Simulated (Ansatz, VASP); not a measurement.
## SrTl: VASP beside Ansatz

```xyz
2
Lattice="4.0851 0.0000 0.0000 0.0000 4.0851 0.0000 0.0000 0.0000 4.0851" Properties=species:S:1:pos:R:3 pbc="T T T"
Sr    0.0000    0.0000    0.0000
Tl    2.0425    2.0425    2.0425
```

Change from the starting cell: volume scaled by 1.04.

Alike in both runs: task single point; functional LDA; k mesh 8 × 8 × 8; occupations fermi-dirac, width 0.05 eV; no spin polarisation.

```csv
,VASP,Ansatz
version,VASP 6.6.1,Ansatz 0.2.0
potentials or method,"VASP PAW LDA potentials, release 64 (Sr_sv, Tl_d), cutoff 520 eV","all-electron LAPW, scalar-relativistic"
```

Ansatz gave:

* pressure (GPa): -2.8

Problem. What did VASP give for the same quantities?

Solution. Pressure (GPa): -2.7.

LDA's correlation is that of Perdew and Zunger in VASP and of Perdew and Wang (1992) in Ansatz. Ansatz ran all-electron here, and VASP with PAW potentials.

Spin-orbit coupling is off throughout.
